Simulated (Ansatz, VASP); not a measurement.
# Ti in VASP and in Ansatz

Contents of INCAR:

```
SYSTEM = Ti
PREC = Accurate ; ENCUT = 520
EDIFF = 1E-6 ; ISMEAR = -1
SIGMA = 0.15 ; LREAL = .False.
LASPH = .True. ; NELM = 80
ALGO = Fast ; ISIF = 2
LWAVE = .False. ; LCHARG = .False.
GGA = CA ; NBANDS = 12
```

File KPOINTS:

```
regular mesh
0
Gamma
  20 20 20
  0 0 0
```

POSCAR

```
Ti
1.0
    0.0000000000      1.9911249764      1.9911249764
    1.9911249764      0.0000000000      1.9911249764
    1.9911249764      1.9911249764      0.0000000000
Ti
1
Direct
    0.0000000000      0.0000000000      0.0000000000
```

Input for Ansatz:

```yaml
crystal:
  lattice:
    - [0.0, 1.9911249764, 1.9911249764]
    - [1.9911249764, 0.0, 1.9911249764]
    - [1.9911249764, 1.9911249764, 0.0]
  atoms:
    - { symbol: Ti, position: [0.0, 0.0, 0.0] }
basis:
  ecutwfc: 420
kpoints:
  mp_grid: { grid: [20, 20, 20] }
hamiltonian:
  xc: lda
scf:
  occupations: { method: fermi_dirac, width: 0.15 }
output:
  forces: true
  stress: true
  eigenvalues: true
```

Alike in both runs: task single point; functional LDA; k mesh 20 × 20 × 20; occupations fermi-dirac, width 0.15 eV; no spin polarisation.

|  | VASP | Ansatz |
| --- | --- | --- |
| version | VASP 6.6.1 | Ansatz 0.2.0 |
| potentials or method | VASP PAW LDA potentials, release 64 (Ti_sv), cutoff 520 eV | scalar-relativistic, plane waves, PAW |
| valence electrons in the cell | 12 | 12 |

```tsv
	VASP	Ansatz	Ansatz less VASP
gap on the k mesh at the Fermi level (eV)	none	none	-
pressure (GPa)	2.3	2.5	+0.20
```

LDA's correlation is that of Perdew and Zunger in VASP and of Perdew and Wang (1992) in Ansatz. A gap of «none» marks a metal or a gap that the smearing closes.
